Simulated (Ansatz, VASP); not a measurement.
PbS: VASP beside Ansatz

```
CELL_PARAMETERS angstrom
2.25980 1.30470 3.72693
-2.25980 1.30470 3.72693
0.00000 -2.60939 3.72693
ATOMIC_POSITIONS crystal
Pb 0.97815 0.97815 0.97815
S 0.47745 0.47745 0.47745
```

Alike in both runs: task single point; functional r2SCAN; k mesh 9 × 9 × 9; occupations gaussian, width 0.05 eV; no spin polarisation.

|  | VASP | Ansatz |
| --- | --- | --- |
| version | VASP 6.6.1 | Ansatz 0.2.0 |
| potentials or method | VASP PAW PBE potentials, release 64 (Pb_d, S), cutoff 520 eV | scalar-relativistic, plane waves, PAW |
| valence electrons in the cell | 20 | 20 |

```csv
,VASP,Ansatz,Ansatz less VASP
pressure (GPa),-7.8,-7.7,+0.04
"traceless stress, the component that is largest in VASP (GPa)",-0.28,-0.28,0.000
rms of the force components (eV/Å),0.007,0.007,+0.0001
```

VASP's potentials were made for PBE, not for r2SCAN. Atom by atom the forces differ by 0.000 eV/Å (rms over components).

Neither program's run includes spin-orbit coupling.
